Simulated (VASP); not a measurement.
A run of VASP 6.6.1 is set up as follows.

The input INCAR:

```
  PREC = Accurate
  ENCUT = 520
  EDIFF = 1E-6
  ISMEAR = -1
  SIGMA = 0.15
  LREAL = False
  LASPH = True
  NELM = 80
  ALGO = Normal
  ISIF = 2
  LWAVE = False
  LCHARG = True
  GGA = RP
  LELF = True
  LVHAR = True
  NBANDS = 13
```

Contents of KPOINTS:

```
regular mesh
0
Gamma
  13 13 13
```

Contents of POSCAR:

```
Mo
1.0
   -1.5875409629      1.5875409629      1.5875409629
    1.5875409629     -1.5875409629      1.5875409629
    1.5875409629      1.5875409629     -1.5875409629
Mo
1
Direct
    0.0000000000      0.0000000000      0.0000000000
```

Potentials or basis: VASP PAW PBE potentials, release 64 (Mo_sv).

Command:

```sh
$ cat potpaw_PBE.64/Mo_sv/POTCAR > POTCAR
$ mpirun -np 1 vasp_std > vasp.out
```

Question: What does it give for the band gap on the k mesh?

Answer: Zero (band 7 reaches 15.77 eV, above the bottom of band 8 at 10.97 eV).

Question: Predict the pressure.

Answer: 0.5 GPa.

Caveat: the PAW data sets were made with another functional, which shifts forces and pressure a little.
